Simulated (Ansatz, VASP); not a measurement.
## One calculation of Hf2SiBr, two programs

```
CELL_PARAMETERS angstrom
3.22513 0.00000 0.00000
-1.61256 2.79304 0.00000
0.00000 0.00000 10.50809
ATOMIC_POSITIONS crystal
Hf 0.00000 0.00000 0.25419
Hf 0.00000 0.00000 0.74581
Si 0.00000 0.00000 0.00000
Br 0.00000 0.00000 0.50000
```

Alike in both runs: functional PBE; k mesh 18 × 18 × 6; occupations gaussian, width 0.1 eV; no spin polarisation.

Ansatz relaxed the structure, and its values are those at the end. VASP's run is a single point on that final structure, the one shown.

|  | VASP | Ansatz |
| --- | --- | --- |
| version | VASP 6.6.1 | Ansatz 0.2.0 |
| potentials or method | VASP PAW PBE potentials, release 64 (Hf_pv, Si, Br), cutoff 520 eV | scalar-relativistic, plane waves, PAW |
| valence electrons in the cell | 31 | 63 |

|  | VASP | Ansatz | Ansatz less VASP |
| --- | --- | --- | --- |
| gap on the k mesh at the Fermi level (eV) | none | none | - |
| pressure (GPa) | -0.2 | 0.0 | +0.20 |
| rms of the force components (eV/Å) | 0.012 | 0.000 | -0.0116 |

A gap of «none» marks a metal or a gap that the smearing closes. VASP's potentials hold 31 valence electrons a cell and Ansatz's 63, so a difference there can come from the potentials and not from the codes.

Neither program's run includes spin-orbit coupling.
